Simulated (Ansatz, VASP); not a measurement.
# SnO2: VASP beside Ansatz

```
Sn O
1.0
    -2.02625    2.02625    5.18069
     2.02625   -2.02625    5.18069
     2.02625    2.02625   -5.18069
Sn O
2 4
Cartesian
  0.0000 2.0263 2.5903
  0.0000 0.0000 0.0000
  0.0000 -0.2933 7.6775
  0.0000 2.0263 4.6875
  0.0000 0.0000 2.0972
  0.0000 2.0263 0.4932
```

Alike in both runs: task single point; functional PBE; k mesh 10 × 10 × 10; occupations gaussian, width 0.05 eV; no spin polarisation.

|  | VASP | Ansatz |
| --- | --- | --- |
| version | VASP 6.6.1 | Ansatz 0.2.0 |
| potentials or method | VASP PAW PBE potentials, release 64 (Sn_d, O), cutoff 520 eV | scalar-relativistic, plane waves, PAW |
| valence electrons in the cell | 52 | 52 |

VASP gave:

- gap on the k mesh at the Fermi level (eV): 0.12
- least direct gap on the mesh (eV): 0.79
- pressure (GPa): -0.8
- traceless stress, the component that is largest in VASP (GPa): -1.79
- rms of the force components (eV/Å): 0.806

Task: Estimate Ansatz's values.

Result: gap on the k mesh at the Fermi level (eV): 0.14; least direct gap on the mesh (eV): 0.80; pressure (GPa): -1.3; traceless stress, the component that is largest in VASP (GPa): -1.79; rms of the force components (eV/Å): 0.806.

Atom by atom the forces differ by 0.020 eV/Å (rms over components).
